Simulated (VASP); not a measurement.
A run of VASP 6.6.1 is set up as follows.

File INCAR:

```
SYSTEM = S
PREC = Accurate
ENCUT = 520
EDIFF = 1E-6
ISMEAR = 0
SIGMA = 0.15
LREAL = .False.
LASPH = .True.
NELM = 100
ALGO = Normal
ISIF = 2
LWAVE = .False.
LCHARG = .True.
GGA = CA
LELF = .True.
LVHAR = .True.
NBANDS = 9
```

The input KPOINTS:

```
regular mesh
0
Gamma
  20 20 20
  0 0 0
```

Contents of POSCAR:

```
S
1.0
    0.0000000000      1.9943503440      1.9943503440
    1.9943503440      0.0000000000      1.9943503440
    1.9943503440      1.9943503440      0.0000000000
S
1
Direct
    0.0000000000      0.0000000000      0.0000000000
```

Potentials or basis: VASP PAW LDA potentials, release 64 (S).

Run with:

```sh
$ cat potpaw_LDA.64/S/POTCAR > POTCAR
$ mpirun -np 1 vasp_std > vasp.out
```

(1) Predict the pressure.

(2) Predict the band gap on the k mesh.

## Answers

(1) -6.6 GPa.

(2) zero (band 3 reaches 10.49 eV, above the bottom of band 4 at 4.77 eV).
